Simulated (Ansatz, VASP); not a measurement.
## La in VASP and in Ansatz

The input POSCAR:

```
La
1.0
   -2.1238310700      2.1238310700      2.1238310700
    2.1238310700     -2.1238310700      2.1238310700
    2.1238310700      2.1238310700     -2.1238310700
La
1
Direct
    0.0000000000      0.0000000000      0.0000000000
```

The input INCAR.step1:

```
SYSTEM = La
PREC     = Accurate       ! precision mode
ENCUT    = 520            ! plane-wave cutoff, eV
ISMEAR   = 1              ! smearing method
SIGMA    = 0.025          ! smearing width, eV
LREAL    = .False.        ! projectors in reciprocal space
LASPH    = .True.         ! aspherical terms in the spheres
NELM     = 100            ! most SCF steps
NBANDS   = 12             ! bands
GGA      = PE             ! functional
ALGO     = Normal         ! electronic algorithm
EDIFF    = 1E-4           ! SCF threshold, eV
LWAVE    = .True.         ! write WAVECAR
LCHARG   = .False.        ! write CHGCAR
```

Contents of INCAR.step2:

```
SYSTEM = La
PREC     = Accurate       ! precision mode
ENCUT    = 520            ! plane-wave cutoff, eV
EDIFF    = 1E-6           ! SCF threshold, eV
ISMEAR   = 1              ! smearing method
SIGMA    = 0.025          ! smearing width, eV
LREAL    = .False.        ! projectors in reciprocal space
LASPH    = .True.         ! aspherical terms in the spheres
NELM     = 100            ! most SCF steps
ALGO     = Normal         ! electronic algorithm
ISIF     = 2              ! what is computed and relaxed
LWAVE    = .False.        ! write WAVECAR
LCHARG   = .False.        ! write CHGCAR
METAGGA  = R2SCAN         ! meta-GGA
LMIXTAU  = .True.       
NBANDS   = 12             ! bands
ISTART   = 1
```

File KPOINTS:

```
Automatic mesh
0
Gamma
  9 9 9
  0 0 0
```

The input input.yaml:

```yaml
crystal:
  lattice:
    - [-2.12383107, 2.12383107, 2.12383107]
    - [2.12383107, -2.12383107, 2.12383107]
    - [2.12383107, 2.12383107, -2.12383107]
  atoms:
    - { symbol: La, position: [0.0, 0.0, 0.0] }
hamiltonian:
  xc: r2scan
  pseudopotentials: { kind: paw, accuracy: stringent }
kpoints:
  mp_grid: { grid: [9, 9, 9] }
scf:
  occupations: { method: cold, width: 0.025 }
  n_extra_bands: 6
output:
  forces: true
  stress: true
  eigenvalues: true
  dos: { projected: false, de: 0.05, nscf_kmesh: { grid: [14, 14, 14] } }
```

Alike in both runs: functional r2SCAN; k mesh 9 × 9 × 9; no spin polarisation.

|  | VASP | Ansatz |
| --- | --- | --- |
| version | VASP 6.6.1 | Ansatz 0.2.0 |
| potentials or method | VASP PAW PBE potentials, release 64 (La) | SSSP precision PAW |
| plane-wave cutoff (eV) | 520 | 544 |
| occupations | methfessel-paxton of order 1, width 0.025 eV | cold, width 0.025 eV |
| valence electrons in the cell | 11 | 11 |
| task | single point | density of states |

Ansatz gave:

* gap on the k mesh at the Fermi level (eV): none
* pressure (GPa): -0.2

**Question.** What did VASP give for the same quantities?

**Answer.** gap on the k mesh at the Fermi level (eV): none; pressure (GPa): -0.3.

VASP's potentials were made for PBE, not for r2SCAN. A gap of «none» marks a metal or a gap that the smearing closes.

Spin-orbit coupling is off throughout. Noted on Ansatz's run: the magnetic or orbital state may not be the lowest.
